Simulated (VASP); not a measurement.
Runs of VASP 6.6.1 on Mo2Se2S. The structure is that of space group P6/mmm (No. 191), or close to it. The cells are those of the table. 

| cell | gap on the mesh (eV) | pressure (GPa) | moment (μB) | largest force (eV/Å) |
| --- | --- | --- | --- | --- |
| a = 4.992, b = 4.992, c = 6.790 Å, angles 90.0, 90.0, 120.0°, 5 atoms | none | (a) | 0.00 | 0.98 |
| a = 4.314, b = 4.314, c = 8.870 Å, angles 90.0, 90.0, 120.0°, 5 atoms | none | 0.2 | 0.00 | (b) |
| a = 4.236, b = 4.236, c = 7.970 Å, angles 90.0, 90.0, 120.0°, 5 atoms | none | 0.2 | 0.11 | - |
| a = 4.243, b = 4.243, c = 7.960 Å, angles 90.0, 90.0, 120.0°, 5 atoms | none | 0.1 | 0.11 | 0.04 |

Alike in all rows: task single point; level PBE; potentials or basis VASP PAW PBE potentials, release 64 (Mo_sv, Se, S); spin collinear, ferromagnetic start; k mesh 3 × 3 × 2; cutoff (eV) 500; smearing gaussian 0.15 eV.

**Question.** Fill in the values left out.

**Answer.** (a) 0.4; (b) 0.03.

Caveats: all runs use coarse meshes; this functional lacks dispersion, which binds the layers, so the pressure and a relaxed spacing across them are unreliable (some runs).

A k mesh can miss the band edges, and the runs leave out spin-orbit coupling on Mo, Se.

A gap of «none» marks levels without a gap at the run's occupations.
